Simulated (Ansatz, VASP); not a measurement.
**One calculation of Mg, two programs**

```
Mg
1.0
    -1.44662    1.44662    1.44662
     1.44662   -1.44662    1.44662
     1.44662    1.44662   -1.44662
Mg
1
Direct
  0.00000 0.00000 0.00000
```

Change from the starting cell: volume scaled by 0.9405.

Alike in both runs: task single point; functional PBEsol; k mesh 16 × 16 × 16; occupations fermi-dirac, width 0.05 eV; no spin polarisation.

|  | VASP | Ansatz |
| --- | --- | --- |
| version | VASP 6.6.1 | Ansatz 0.2.0 |
| potentials or method | VASP PAW PBE potentials, release 64 (Mg), cutoff 520 eV | all-electron LAPW, scalar-relativistic |

```csv
,VASP,Ansatz,Ansatz less VASP
pressure (GPa),76.8,75.0,-1.81
```

VASP's potentials were made for PBE, not for PBEsol. Both programs put the cell under a high pressure, so it lies far from rest at this level. Ansatz ran all-electron here, and VASP with PAW potentials.

Noted on VASP's run: the cell as given lies far from equilibrium.
